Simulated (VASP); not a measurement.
A run of VASP 6.6.1 is set up as follows.

INCAR

```
SYSTEM = SrCd
ALGO     = Normal         ! electronic algorithm
EDIFF    = 1E-8           ! SCF threshold, eV
ENCUT    = 520            ! plane-wave cutoff, eV
GGA      = CA             ! functional
ISIF     = 2              ! what is computed and relaxed
ISMEAR   = -1             ! smearing method
LASPH    = .True.         ! aspherical terms in the spheres
LCHARG   = .False.        ! write CHGCAR
LEFG     = .True.       
LREAL    = .False.        ! projectors in reciprocal space
LWAVE    = .False.        ! write WAVECAR
NBANDS   = 18             ! bands
NELM     = 100            ! most SCF steps
PREC     = Accurate       ! precision mode
SIGMA    = 0.08           ! smearing width, eV
```

KPOINTS

```
k-points
0
Gamma
  10 10 10
  0 0 0
```

Contents of POSCAR:

```
SrCd
1.0
    3.9761334187      0.0000000000      0.0000000000
    0.0000000000      3.9761334187      0.0000000000
    0.0000000000      0.0000000000      3.9761334187
Sr Cd
1 1
Direct
    0.5000000000      0.5000000000      0.5000000000
    0.0000000000      0.0000000000      0.0000000000
```

Potentials or basis: VASP PAW LDA potentials, release 64 (Sr_sv, Cd).

The run is started by

```sh
$ cat potpaw_LDA.64/Sr_sv/POTCAR potpaw_LDA.64/Cd/POTCAR > POTCAR
$ mpirun -np 1 vasp_std > vasp.out
```

Task: What does it give for the band gap on the k mesh?

Result: Zero (bands 11 and 12 overlap by 2.15 eV).

Task: Estimate the pressure.

Result: -1.5 GPa.
